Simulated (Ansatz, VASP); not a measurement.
**LiF in VASP and in Ansatz**

POSCAR

```
LiF
1.0
    0.0000000000      1.9948717404      1.9948717404
    1.9948717404      0.0000000000      1.9948717404
    1.9948717404      1.9948717404      0.0000000000
Li F
1 1
Direct
    0.0000000000      0.0000000000      0.0000000000
    0.5000000000      0.5000000000      0.5000000000
```

File INCAR.step1:

```
PREC = Accurate
ENCUT = 520
ISMEAR = 0
SIGMA = 0.01
LREAL = F
LASPH = T
NELM = 60
NBANDS = 12
GGA = PE
ALGO = Normal
EDIFF = 1E-4
LWAVE = T
LCHARG = F
```

INCAR.step2

```
PREC = Accurate
ENCUT = 520
EDIFF = 1E-7
ISMEAR = 0
SIGMA = 0.01
LREAL = F
LASPH = T
NELM = 60
ALGO = Normal
ISIF = 2
LWAVE = F
LCHARG = F
METAGGA = R2SCAN
LMIXTAU = T
NBANDS = 12
ISTART = 1
```

Contents of KPOINTS:

```
regular mesh
0
Gamma
  10 10 10
```

Input for Ansatz:

```yaml
crystal:
  lattice:
    - [0.0, 1.9948717404, 1.9948717404]
    - [1.9948717404, 0.0, 1.9948717404]
    - [1.9948717404, 1.9948717404, 0.0]
  atoms:
    - { symbol: Li, position: [0.0, 0.0, 0.0] }
    - { symbol: F, position: [0.5, 0.5, 0.5] }
kpoints:
  mp_grid: { grid: [10, 10, 10] }
  band_path:
    path:
      - [0.0, 0.0, 0.0]
      - [0.5, 0.0, 0.5]
      - [0.625, 0.25, 0.625]
      - [0.375, 0.375, 0.75]
      - [0.5, 0.5, 0.5]
      - [0.5, 0.25, 0.75]
      - [-0.0625, 0.0, 0.0625]
    npoints: 1
hamiltonian:
  xc: r2scan
scf:
  occupations: { method: fixed }
  n_extra_bands: 4
output:
  forces: true
  stress: true
  eigenvalues: true
```

Alike in both runs: task single point; functional r2SCAN; k mesh 10 × 10 × 10; no spin polarisation.

|  | VASP | Ansatz |
| --- | --- | --- |
| version | VASP 6.6.1 | Ansatz 0.2.0 |
| potentials or method | VASP PAW PBE potentials, release 64 (Li_sv, F) | plane waves, PAW |
| plane-wave cutoff (eV) | 520 | 500 |
| occupations | gaussian, width 0.01 eV | fixed |
| valence electrons in the cell | 10 | 10 |

|  | VASP | Ansatz | Ansatz less VASP |
| --- | --- | --- | --- |
| gap on the k mesh at the Fermi level (eV) | 10.55 | 10.33 | -0.223 |

VASP's potentials were made for PBE, not for r2SCAN.

Noted on VASP's run: the cutoff is short for stress, so the pressure is rough.
